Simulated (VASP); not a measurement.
Wanted: the native input for a VASP 6.6.1 run.

```
Task                   : single point
Functional             : PBEsol
Potentials or basis    : VASP PAW PBE potentials, release 64 (Cd, Se)
Cutoff                 : 520 eV
k mesh                 : 6 × 6 × 4
Occupations            : gaussian, width 0.01 eV
Spin                   : no spin polarisation
Dipole correction      : no
Further INCAR settings : ALGO = Normal; EDIFF = 1e-07; NBANDS = 26
```

The structure of CdSe lies in POSCAR:

```
CdSe
1.0
    4.3009830028      0.0107524575      0.0107524575
   -2.1411796000      3.7193843129      0.0039356726
    0.0175563700      0.0175563700      7.0225479905
Cd Se
2 2
Direct
    0.3329268166      0.6661486657      0.0047126772
    0.6656815838      0.3328325881      0.5047137774
    0.3325050870      0.6671915035      0.3802916838
    0.6688865125      0.3338272427      0.8802818616
```

This cell differs from its parent crystal: equal xy, yz and zx engineering shears of +0.5 %.

The input as run:

INCAR

```
SYSTEM = CdSe
PREC = Accurate ; ENCUT = 520
EDIFF = 1E-7 ; ISMEAR = 0
SIGMA = 0.01 ; LREAL = .False.
LASPH = .True. ; NELM = 100
ALGO = Normal ; ISIF = 2
LWAVE = .False. ; LCHARG = .False.
GGA = PS ; NBANDS = 26
```

KPOINTS

```
regular mesh
0
Gamma
  6 6 4
  0 0 0
```

Potentials or basis: VASP PAW PBE potentials, release 64 (Cd, Se).

Launch:

```console
$ cat potpaw_PBE.64/Cd/POTCAR potpaw_PBE.64/Se/POTCAR > POTCAR
$ mpirun -np 1 vasp_std > vasp.out
```

Results of the run:

```
Pressure               : 0.4 GPa
Band gap on the k mesh : 0.53 eV
```

Caveat: the cell differs from its parent crystal (equal xy, yz and zx engineering shears of +0.5 %); semilocal functionals underestimate gaps, and a narrow one can read as zero; the PAW data sets were made with another functional, which shifts forces and pressure a little.

Wall time 2.5 min on 1 thread of Intel(R) Xeon(R) Platinum 8488C (Sapphire Rapids) (shared host), peak memory 0.35 GiB.
